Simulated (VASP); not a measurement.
# SiMoP3 (P3m1) in VASP: single point with PBE

Aim: the single point of SiMoP3 with PBE.

Program: VASP 6.6.1. These are calculated values, not measurements. Logs are shortened: lines on timing, memory, paths and dates and some standing lists are left out, and cuts for length are marked.

## Step 1: The cell of the first run

Symmetry: P3m1, No. 156, trigonal system. Conventional cell: a = 3.452 Å, b = 3.452 Å, c = 9.287 Å, α = 90.00°, β = 90.00°, γ = 120.00°. Within 3.0 Å of Si (site symmetry 3m) lie 4 P at 2.25 to 2.27 Å. Mo (site symmetry 3m) has 6 P at 2.41 to 2.47 Å within 3.2 Å. Within 3.0 Å of P (site symmetry 3m) lie 3 Si at 2.25 Å. P (site symmetry 3m) has 1 Si at 2.27 Å and 3 Mo at 2.47 Å and 1 P at 2.81 Å within 3.0 Å. P (site symmetry 3m) has 3 Mo at 2.41 Å and 1 P at 2.81 Å within 3.2 Å.

## Step 2: Single point, PBE

Input file POSCAR:

```
SiMoP3
1.0
    3.4515490495      0.0000000000      0.0000000000
   -1.7257745247      2.9891291593      0.0000000000
    0.0000000000      0.0000000000      9.2870453203
Si Mo P
1 1 3
Direct
    0.3333333333      0.6666666667      0.5660453412
    0.0000000000      0.0000000000      0.1652375186
    0.0000000000      0.0000000000      0.6782777570
    0.3333333333      0.6666666667      0.3214738187
    0.3333333333      0.6666666667      0.0189655646
```

Input file INCAR.step1:

```
SYSTEM = SiMoP3
ALGO = Normal ; EDIFF = 1E-7
ENCUT = 520 ; GGA = PE
ISIF = 2 ; ISMEAR = 0
LASPH = .TRUE. ; LCHARG = .TRUE.
LMAXMIX = 4 ; LREAL = .FALSE.
LWAVE = .FALSE. ; NBANDS = 24
NELM = 60 ; PREC = Accurate
SIGMA = 0.1
```

Input file KPOINTS.step1:

```
k-points
0
G
  12 12 4
  0 0 0
```

Input file INCAR.step2:

```
SYSTEM = SiMoP3
ALGO = Normal ; EDIFF = 1E-7
ENCUT = 520 ; GGA = PE
ICHARG = 11 ; ISIF = 2
ISMEAR = -5 ; LASPH = .TRUE.
LCHARG = .FALSE. ; LMAXMIX = 4
LORBIT = 11 ; LREAL = .FALSE.
LWAVE = .FALSE. ; NEDOS = 1001
NELM = 60 ; PREC = Accurate
SIGMA = 0.1
```

Input file KPOINTS.step2:

```
k-points
0
G
  18 18 6
  0 0 0
```

Potentials or basis: VASP PAW PBE potentials, release 64 (Si, Mo_sv, P).

Launch:

```sh
$ cat potpaw_PBE.64/Si/POTCAR potpaw_PBE.64/Mo_sv/POTCAR potpaw_PBE.64/P/POTCAR > POTCAR
$ cp INCAR.step1 INCAR
$ cp KPOINTS.step1 KPOINTS
$ mpirun -np 1 vasp_std > vasp.out
$ cp INCAR.step2 INCAR
$ cp KPOINTS.step2 KPOINTS
$ mpirun -np 1 vasp_std > vasp.out
```

OUTCAR:

```text
SYSTEM = SiMoP3
   EDIFF = 1E-7
   ENCUT = 520
   GGA = PE
   ICHARG = 11
   ISIF = 2
   ISMEAR = -5
   LASPH = .TRUE.
   LORBIT = 11
   LREAL = .FALSE.
   NELM = 60
   PREC = Accurate

 ion  position               nearest neighbor table
   1  0.333  0.667  0.566-   3 2.25   3 2.25   3 2.25   4 2.27
   2  0.000  0.000  0.165-   5 2.41   5 2.41   5 2.41   4 2.47   4 2.47   4 2.47
   3  0.000  0.000  0.678-   1 2.25   1 2.25   1 2.25
   4  0.333  0.667  0.321-   1 2.27   2 2.47   2 2.47   2 2.47   5 2.81
   5  0.333  0.667  0.019-   2 2.41   2 2.41   2 2.41   4 2.81

  LATTYP: Found a hexagonal cell.
 ALAT       =     3.4515490495
 C/A-ratio  =     2.6906890753

  Lattice vectors:

 A1 = (   3.4515490495,   0.0000000000,   0.0000000000)
 A2 = (  -1.7257745247,   2.9891291593,   0.0000000000)
 A3 = (   0.0000000000,   0.0000000000,   9.2870453203)

Analysis of symmetry for initial positions (statically):
=====================================================================
 Subroutine PRICEL returns:
 Original cell was already a primitive cell.

 Routine SETGRP: Setting up the symmetry group for a
 hexagonal supercell.

 Subroutine GETGRP returns: Found  6 space group operations
 (whereof  6 operations were pure point group operations)
 out of a pool of 24 trial point group operations.

The static configuration has the point symmetry C_3v.

Analysis of symmetry for dynamics (positions and initial velocities):
=====================================================================
 Subroutine PRICEL returns:
 Original cell was already a primitive cell.

 Routine SETGRP: Setting up the symmetry group for a
 hexagonal supercell.

 Subroutine GETGRP returns: Found  6 space group operations
 (whereof  6 operations were pure point group operations)
 out of a pool of 24 trial point group operations.

The dynamic configuration has the point symmetry C_3v.

 Subroutine INISYM returns: Found  6 space group operations
 (whereof  6 operations are pure point group operations),
 and found     1 'primitive' translations

----------------------------------------------------------------------------------------

                                     Primitive cell

  volume of cell :      95.8156

  direct lattice vectors                    reciprocal lattice vectors
     3.451549050  0.000000000  0.000000000     0.289724986  0.167272799  0.000000000
    -1.725774525  2.989129159  0.000000000     0.000000000  0.334545597  0.000000000
     0.000000000  0.000000000  9.287045320     0.000000000  0.000000000  0.107676873

  length of vectors
     3.451549050  3.451549049  9.287045320     0.334545597  0.334545597  0.107676873

  position of ions in fractional coordinates (direct lattice)
     0.333333333  0.666666667  0.566045341
     0.000000000  0.000000000  0.165237519
     0.000000000  0.000000000  0.678277757
     0.333333333  0.666666667  0.321473819
     0.333333333  0.666666667  0.018965565

  ion indices of the primitive-cell ions
   primitive index   ion index
                 1           1
                 2           2
                 3           3
                 4           4
                 5           5

----------------------------------------------------------------------------------------

 KPOINTS: k-points

Automatic generation of k-mesh.
 Grid dimensions read from file:
 generate k-points for:   18   18    6

 Generating k-lattice:

  Cartesian coordinates                     Fractional coordinates (reciprocal lattice)
     0.016095833  0.009292933  0.000000000     0.055555556 -0.000000000  0.000000000
     0.000000000  0.018585867  0.000000000     0.000000000  0.055555556  0.000000000
     0.000000000  0.000000000  0.017946146     0.000000000  0.000000000  0.166666667

  Length of vectors
     0.018585867  0.018585867  0.017946146

  Shift w.r.t. Gamma in fractional coordinates (k-lattice)
     0.000000000  0.000000000  0.000000000

 TETIRR: Found   2825 inequivalent tetrahedra from    11664

 Subroutine IBZKPT returns following result:
 ===========================================

 Found    202 irreducible k-points:

 Following reciprocal coordinates:
            Coordinates               Weight
  0.000000  0.000000  0.000000      1.000000
  0.055556 -0.000000  0.000000      6.000000
  0.111111 -0.000000  0.000000      6.000000
  0.166667 -0.000000  0.000000      6.000000
  0.222222 -0.000000  0.000000      6.000000
  0.277778 -0.000000  0.000000      6.000000
[... 16 lines left out ...]
  0.333333  0.111111  0.000000     12.000000
  0.388889  0.111111  0.000000     12.000000
 [... further k-points ...]
   k-points           NKPTS =    202   k-points in BZ     NKDIM =    202   number of bands    NBANDS=     20
   number of dos      NEDOS =   1001   number of ions     NIONS =      5
   total plane-waves  NPLWV =  54880
   dimension x,y,z NGX =    28 NGY =   28 NGZ =   70
   dimension x,y,z NGXF=    56 NGYF=   56 NGZF=  140
   ions per type =               1   1   3
   NGX,Y,Z   is equivalent  to a cutoff of  13.49, 13.49, 12.53 a.u.
   NGXF,Y,Z  is equivalent  to a cutoff of  26.97, 26.97, 25.06 a.u.
 SYSTEM =  SiMoP3
   PREC   = accura    normal or accurate (medium, high low for compatibility)
   ISTART =      0    job   : 0-new  1-cont  2-samecut
   ICHARG =     11    charge: 1-file 2-atom 10-const
   ISPIN  =      1    spin polarized calculation?
   LNONCOLLINEAR =      F non collinear calculations
   LSORBIT =      F    spin-orbit coupling
   LASPH  =      T    aspherical Exc in radial PAW
   ENCUT  =  520.0 eV  38.22 Ry    6.18 a.u.   6.42  6.42 17.27*2*pi/ulx,y,z
   NELM   =     60;   NELMIN=  2; NELMDL=  0     # of ELM steps
   EDIFF  = 0.1E-06   stopping-criterion for ELM
   LREAL  =      F    real-space projection
   EDIFFG = 0.1E-05   stopping-criterion for IOM
   NSW    =      0    number of steps for IOM
   IBRION =     -1    ionic relax: 0-MD 1-quasi-New 2-CG
   NFREE  =      0    steps in history (QN), initial steepest desc. (CG)
   ISIF   =      2    stress and relaxation
   ISYM   =      2    0-nonsym 1-usesym 2-fastsym
   POTIM  = 0.5000    time-step for ionic-motion
   TEBEG  =    0.0;   TEEND  =   0.0 temperature during run
   PSTRESS=    0.0 pullay stress
   NELECT =      33.0000    total number of electrons
   NUPDOWN=      -1.0000    fix difference up-down
   EMIN   =  10.00;   EMAX   =-10.00  energy-range for DOS
   EFERMI =   0.00;   METHOD = LEGACY
   ISMEAR =    -5;   SIGMA  =   0.10  broadening in eV -4-tet -1-fermi 0-gaus
   EFERMI_NEDOS =   21; number of points for ismear=-14 and -15
   IALGO  =     38    algorithm
   IMIX   =      4    mixing-type and parameters
     AMIX     =   0.40;   BMIX     =  1.00
     AMIX_MAG =   1.60;   BMIX_MAG =  1.00
  volume/ion in A,a.u.               =      19.16       129.32
  Fermi-wavevector in a.u.,A,eV,Ry     =   1.147539  2.168534 17.916768  1.316845
  Thomas-Fermi vector in A             =   2.284218
   LORBIT       =     11    0 simple, 1 ext, 2 COOP (PROOUT), +10 PAW based schemes
   GGA     = PE    functional components
   LHFCALC =     F    Hartree Fock is set to
   AEXX    =    0.0000 exact exchange contribution
   IVDW    =     0    specifies the selected vdW correction
   LEPSILON=     F    determine dielectric tensor
   LRPA    =     F    only Hartree local field effects (RPA)
 non-spin polarized calculation
 Fermi weights with tetrahedron method with Bloechl corrections
  energy-cutoff  :      520.00
  volume of cell :       95.82
 maximum number of plane-waves:      2623
 NGX is ok and might be reduce to    28

 number of electron      33.0000002 magnetization

 Free energy of the ion-electron system (eV)
  ---------------------------------------------------
  ext. energy  EPLUGINS =         0.00000000
  ---------------------------------------------------
  free energy    TOTEN  =       -33.50916369 eV

  energy without entropy =      -33.50916369  energy(sigma->0) =      -33.50916369

 E-fermi :   6.2539     XC(G=0): -10.1339

 val. band max:        6.2924286586   @ k =   0.3333   0.3333   0.0000
 cond. band min:       6.2556799955   @ k =   0.3889  -0.0000   0.3333
 fundamental gap:     -0.0367486631
 Fermi energy:         6.2538593819

 k-point     1 :       0.0000    0.0000    0.0000
  band No.  band energies     occupation
      1     -54.3611      2.00000
      2     -28.4689      2.00000
      3     -28.4416      2.00000
      4     -28.4416      2.00000
      5      -7.1774      2.00000
      6      -5.5307      2.00000
[... 12 lines left out ...]
     19       9.0644      0.00000
     20       9.8170      0.00000

 k-point     2 :       0.0556   -0.0000    0.0000
  band No.  band energies     occupation
      1     -54.3607      2.00000
      2     -28.4680      2.00000
      3     -28.4470      2.00000
      4     -28.4429      2.00000
      5      -7.1339      2.00000
      6      -5.4895      2.00000
[... 12 lines left out ...]
     19       9.1234      0.00000
     20      10.0408      0.00000
[... 465 lines left out ...]
      3     -28.4897      2.00000
      4     -28.4410      2.00000
      5      -5.1465      2.00000
      6      -4.0731      2.00000
[... 12 lines left out ...]
     19       8.2676      0.00000
     20       9.0335      0.00000

 k-point    24 :       0.3889    0.1111    0.0000
  band No.  band energies     occupation
      1     -54.3477      2.00000
      2     -28.6072      2.00000
      3     -28.4942      2.00000
      4     -28.4385      2.00000
      5      -4.7510      2.00000
      6      -3.9399      2.00000
[... 12 lines left out ...]
     19       8.3679      0.00000
     20       8.8790      0.00000

 [... further k-points ...]

------------------------ aborting loop because EDIFF is reached ----------------------------------------

  FORCE on cell =-STRESS in cart. coord.  units (eV):
  Direction    XX          YY          ZZ          XY          YZ          ZX
  --------------------------------------------------------------------------------------
  -------------------------------------------------------------------------------------
  Total       -0.0013898     -0.0013898      0.1362471     -0.0000000      0.0000000      0.0000000
  in kB       -0.0232388     -0.0232388      2.2782511     -0.0000000      0.0000000      0.0000000
  external PRESSURE =       0.7439245 kB  Pullay stress =       0.0000000 kB

 VOLUME and BASIS-vectors are now :
 -----------------------------------------------------------------------------
  energy-cutoff  :      520.00
  volume of cell :       95.82
      direct lattice vectors                 reciprocal lattice vectors
     3.451549050  0.000000000  0.000000000     0.289724986  0.167272799  0.000000000
    -1.725774525  2.989129159  0.000000000     0.000000000  0.334545597  0.000000000
     0.000000000  0.000000000  9.287045320     0.000000000  0.000000000  0.107676873

 POSITION                                       TOTAL-FORCE (eV/Angst)
 -----------------------------------------------------------------------------------
     -0.00000      1.99275      5.25689         0.000000     -0.000000      0.013048
      0.00000      0.00000      1.53457         0.000000     -0.000000     -0.047353
      0.00000      0.00000      6.29920         0.000000     -0.000000     -0.037243
     -0.00000      1.99275      2.98554        -0.000000      0.000000     -0.005582
     -0.00000      1.99275      0.17613        -0.000000      0.000000      0.077130
 -----------------------------------------------------------------------------------
    total drift:                               -0.000013      0.000008      0.007433

  FREE ENERGIE OF THE ION-ELECTRON SYSTEM (eV)
  ---------------------------------------------------
  free  energy   TOTEN  =       -33.5091636861 eV

  energy  without entropy=      -33.5091636861  energy(sigma->0) =      -33.50916369

 total charge

# of ion       s       p       d       tot
------------------------------------------
    1        0.746   0.897   0.000   1.643
    2        2.290   6.190   4.045  12.524
    3        1.068   1.472   0.000   2.539
    4        1.030   1.471   0.000   2.501
    5        1.082   1.397   0.000   2.479
--------------------------------------------------
tot          6.215  11.427   4.045  21.687
```

Run time: 4.7 min. Hardware: 1 thread of Intel Xeon Platinum 8488C (Sapphire Rapids), shared host; peak memory 0.52 GiB.

What came out:

```
Valence electrons inside the program's atomic spheres : Si 1.64; Mo 12.52; P 2.54, 2.50, 2.48
```

Caveat: this functional lacks dispersion, which binds layers or chains, so the pressure and a relaxed spacing across them are unreliable; an odd number of electrons without spin polarisation forces a metal; a magnetic or distorted state may lie lower.
